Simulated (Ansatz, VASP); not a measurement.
Al2Cu: VASP beside Ansatz

```xyz
3
Lattice="-2.0246 2.0246 2.8632 2.0246 -2.0246 2.8632 2.0246 2.0246 -2.8632" Properties=species:S:1:pos:R:3 pbc="T T T"
Al   -0.0573    2.0055    1.4316
Al    1.9673   -0.0191    1.4316
Cu    0.0486    0.0162    2.8632
```

Change from the starting cell: mode 4 frozen in at -0.054 Å and mode 5 at -0.027 Å (largest displacements).

Alike in both runs: task single point; functional PBEsol; k mesh 14 × 14 × 14; occupations gaussian, width 0.15 eV; no spin polarisation.

|  | VASP | Ansatz |
| --- | --- | --- |
| version | VASP 6.6.1 | Ansatz 0.2.0 |
| potentials or method | VASP PAW PBE potentials, release 64 (Al, Cu), cutoff 520 eV | scalar-relativistic, plane waves, PAW |
| valence electrons in the cell | 17 | 25 |

Ansatz gave:

| Property | Result |
| --- | --- |
| gap on the k mesh at the Fermi level (eV) | none |
| pressure (GPa) | 0.5 |
| traceless stress, the component that is largest in VASP (GPa) | -0.48 |
| rms of the force components (eV/Å) | 0.349 |

Question: Estimate VASP's values.

Answer: gap on the k mesh at the Fermi level (eV): none; pressure (GPa): 0.9; traceless stress, the component that is largest in VASP (GPa): -0.48; rms of the force components (eV/Å): 0.349.

VASP's potentials were made for PBE, not for PBEsol, and Ansatz warns of the same on its side. Atom by atom the forces differ by 0.000 eV/Å (rms over components). A gap of «none» marks a metal or a gap that the smearing closes. VASP's potentials hold 17 valence electrons a cell and Ansatz's 25, so a difference there can come from the potentials and not from the codes.
